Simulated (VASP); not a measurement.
# Ga (Cmce) in VASP: further runs, part 2 of 2

VASP 6.6.1. Earlier steps stand in the parts before.

**3. Single point, LDA**

The input, INCAR:

```
SYSTEM = Ga
  ALGO = Fast
  EDIFF = 1E-6
  ENCUT = 520
  ISIF = 2
  ISMEAR = -1
  LASPH = .TRUE.
  LCHARG = .TRUE.
  LELF = .TRUE.
  LREAL = .FALSE.
  LVHAR = .TRUE.
  LWAVE = .FALSE.
  NBANDS = 34
  NELM = 100
  PREC = Accurate
  SIGMA = 0.15
```

The input, KPOINTS:

```
k-points
0
G
  10 10 8
  0 0 0
```

The input, POSCAR:

```
Ga
1.0
    2.2302321268     -3.7340857440      0.0000000000
    2.2302321268      3.7340857440      0.0000000000
    0.0000000000      0.0000000000      4.4189258380
Ga
4
Direct
    0.6561688006      0.3438311994      0.4136676217
    0.8438311994      0.1561688006      0.9136676217
    0.3438311994      0.6561688006      0.5863323783
    0.1561688006      0.8438311994      0.0863323783
```

Potentials or basis: VASP PAW LDA potentials, release 64 (Ga_d).

Command:

```
$ cat potpaw_LDA.64/Ga_d/POTCAR > POTCAR
$ mpirun -np 1 vasp_std > vasp.out
```

OUTCAR:

```text
SYSTEM = Ga
   EDIFF = 1E-6
   ENCUT = 520
   ISIF = 2
   ISMEAR = -1
   LASPH = .TRUE.
   LREAL = .FALSE.
   NELM = 100
   PREC = Accurate

 ion  position               nearest neighbor table
   1  0.656  0.344  0.414-   3 2.45   2 2.62   2 2.62   4 2.66   4 2.66   3 2.74   3 2.74
   2  0.844  0.156  0.914-   4 2.45   1 2.62   1 2.62   3 2.66   3 2.66   4 2.74   4 2.74
   3  0.344  0.656  0.586-   1 2.45   4 2.62   4 2.62   2 2.66   2 2.66   1 2.74   1 2.74
   4  0.156  0.844  0.086-   2 2.45   3 2.62   3 2.62   1 2.66   1 2.66   2 2.74   2 2.74

  LATTYP: Found a base centered orthorhombic cell.
 ALAT       =     4.4604642536
 B/A-ratio  =     1.6743036293
 C/A-ratio  =     0.9906874233

  Lattice vectors:

 A1 = (   2.2302321268,  -3.7340857440,   0.0000000000)
 A2 = (   2.2302321268,   3.7340857440,   0.0000000000)
 A3 = (   0.0000000000,   0.0000000000,   4.4189258380)

Analysis of symmetry for initial positions (statically):
=====================================================================
 Subroutine PRICEL returns:
 Original cell was already a primitive cell.

 Routine SETGRP: Setting up the symmetry group for a
 base centered orthorhombic supercell.

 Subroutine GETGRP returns: Found  8 space group operations
[... 175 lines left out ...]
 fundamental gap:      0.0516061823
 Fermi energy:         5.2883833370

 k-point     1 :       0.0000    0.0000    0.0000
  band No.  band energies     occupation
      1      -9.9962      2.00000
      2      -9.9916      2.00000
      3      -9.9612      2.00000
      4      -9.9411      2.00000
      5      -9.9052      2.00000
      6      -9.8856      2.00000
[... 877 lines left out ...]
     33      14.7313      0.00000
     34      15.4653      0.00000

 [... further k-points ...]

------------------------ aborting loop because EDIFF is reached ----------------------------------------

  FORCE on cell =-STRESS in cart. coord.  units (eV):
  Direction    XX          YY          ZZ          XY          YZ          ZX
  --------------------------------------------------------------------------------------
  -------------------------------------------------------------------------------------
  Total        0.0784784      0.1089751      0.0894392      0.0000000      0.0000000      0.0000000
  in kB        1.7083605      2.3722297      1.9469620      0.0000000      0.0000000      0.0000000
  external PRESSURE =       2.0091841 kB  Pullay stress =       0.0000000 kB

 VOLUME and BASIS-vectors are now :
 -----------------------------------------------------------------------------
  energy-cutoff  :      520.00
  volume of cell :       73.60
      direct lattice vectors                 reciprocal lattice vectors
     2.230232127 -3.734085744  0.000000000     0.224191910 -0.133901585  0.000000000
     2.230232127  3.734085744  0.000000000     0.224191910  0.133901585  0.000000000
     0.000000000  0.000000000  4.418925838     0.000000000  0.000000000  0.226299340

 POSITION                                       TOTAL-FORCE (eV/Angst)
 -----------------------------------------------------------------------------------
      2.23023     -1.16630      1.82797         0.000000      0.000881     -0.000595
      2.23023     -2.56779      4.03743         0.000000     -0.000881     -0.000595
      2.23023      1.16630      2.59096         0.000000     -0.000881      0.000595
      2.23023      2.56779      0.38150         0.000000      0.000881      0.000595
 -----------------------------------------------------------------------------------
    total drift:                                0.000000     -0.000000     -0.000000

  FREE ENERGIE OF THE ION-ELECTRON SYSTEM (eV)
  ---------------------------------------------------
  free  energy   TOTEN  =       -14.4571769493 eV

  energy  without entropy=      -14.3851817514  energy(sigma->0) =      -14.42117935
```

OSZICAR:

```text
N       E                     dE             d eps       ncg     rms          rms(c)
DAV:   1     0.358566560216E+03    0.35857E+03   -0.25417E+04 10888   0.294E+03
DAV:   2     0.300888277743E+02   -0.32848E+03   -0.31988E+03 10812   0.536E+02
DAV:   3    -0.132647153850E+02   -0.43354E+02   -0.42800E+02 11984   0.153E+02
DAV:   4    -0.146382581849E+02   -0.13735E+01   -0.13660E+01 12228   0.304E+01
DAV:   5    -0.146675821722E+02   -0.29324E-01   -0.29313E-01 13442   0.456E+00    0.274E+00
RMM:   6    -0.145047952498E+02    0.16279E+00   -0.25673E-01 12718   0.513E+00    0.143E+00
RMM:   7    -0.144599029732E+02    0.44892E-01   -0.75348E-02 14004   0.237E+00    0.330E-01
RMM:   8    -0.144568542299E+02    0.30487E-02   -0.15473E-02 14085   0.964E-01    0.380E-02
RMM:   9    -0.144571373736E+02   -0.28314E-03   -0.33551E-03 17379   0.463E-01    0.235E-02
RMM:  10    -0.144571645603E+02   -0.27187E-04   -0.40020E-04 15033   0.161E-01    0.104E-02
RMM:  11    -0.144571753744E+02   -0.10814E-04   -0.12898E-04 16867   0.867E-02    0.560E-03
RMM:  12    -0.144571760135E+02   -0.63916E-06   -0.30270E-05 14275   0.495E-02    0.206E-03
RMM:  13    -0.144571768465E+02   -0.83300E-06   -0.10206E-05 11796   0.229E-02    0.555E-04
RMM:  14    -0.144571769493E+02   -0.10277E-06   -0.16395E-06  7504   0.129E-02
   1 F= -.14457177E+02 E0= -.14421179E+02  d E =-.719952E-01
```

stdout:

```text
POSCAR found type information on POSCAR Ga
 POSCAR found :  1 types and       4 ions
 scaLAPACK will be used
 LDA part: xc-table for (Slater(with rela. corr.)+CA(PZ))
 , standard interpolation
 POSCAR, INCAR and KPOINTS ok, starting setup
 FFT: planning ... GRIDC
 FFT: planning ... GRID_SOFT
 FFT: planning ... GRID
 WAVECAR not read
 entering main loop
```

Wall time 7.3 min (1 thread of Intel Xeon 8259CL, shared host); peak memory 0.36 GiB.

Results:

```
Free energy            : -14.4572 eV
Pressure               : 0.2 GPa
Band gap on the k mesh : zero (bands 26 and 27 overlap by 1.53 eV)
```

Levels at points of the mesh, in eV from the Fermi level:
```
           k point  band 23  band 24  band 25  band 26  band 27  band 28  band 29  band 30
(0.00, 0.00, 0.00)    -3.78    -1.86    -1.77    -0.66     0.90     1.04     1.21     5.35
(0.50, 0.00, 0.00)    -3.43    -3.43    -1.40    -1.40     0.89     0.89     4.43     4.43
(0.50, 0.50, 0.00)    -4.21    -3.52    -1.58    -1.51     1.17     1.33     3.52     4.01
(0.00, 0.00, 0.50)    -0.05    -0.05    -0.05    -0.05     0.14     0.14     2.26     2.26
(0.50, 0.00, 0.50)    -6.47    -6.47    -1.54    -1.54     0.65     0.65     7.46     7.46
(0.50, 0.50, 0.50)    -5.46    -5.46    -1.38    -1.38    -1.05    -1.05     7.16     7.16
```

The gap in the log of VASP goes by the Fermi energy; the results here count the filled bands.